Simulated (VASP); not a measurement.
# Re: single point with PBEsol

The system is Re.

```
Re
1.0
     2.55190    0.00000    0.00000
     0.00000    2.55190    0.00000
     0.00000    0.00000    2.55190
Re
1
Cartesian
  0.0000 0.0000 0.0000
```

```
Program                : VASP 6.6.1
Task                   : single point
Functional             : PBEsol
Potentials or basis    : VASP PAW PBE potentials, release 64 (Re)
Cutoff                 : 520 eV
k mesh                 : 15 × 15 × 15
Occupations            : fermi-dirac, width 0.1 eV
Spin                   : no spin polarisation
Dipole correction      : no
Further INCAR settings : ALGO = Normal; EDIFF = 1e-06; NBANDS = 10
```

```
Pressure : -0.7 GPa
```

Levels at points of the mesh, in eV from the Fermi level:
```csv
k point,band 1,band 2,band 3,band 4,band 5,band 6
"(0.00, 0.00, 0.00)",-9.50,-5.61,-5.61,3.59,3.59,3.59
```

Run time: 6.3 s on 1 thread of Intel(R) Xeon(R) 6975P-C (Granite Rapids) (shared host), peak memory 0.14 GiB.

Caveat: the PAW data sets were made with another functional, which shifts forces and pressure a little; spin-orbit coupling is left out, which moves the levels of the heavy elements.
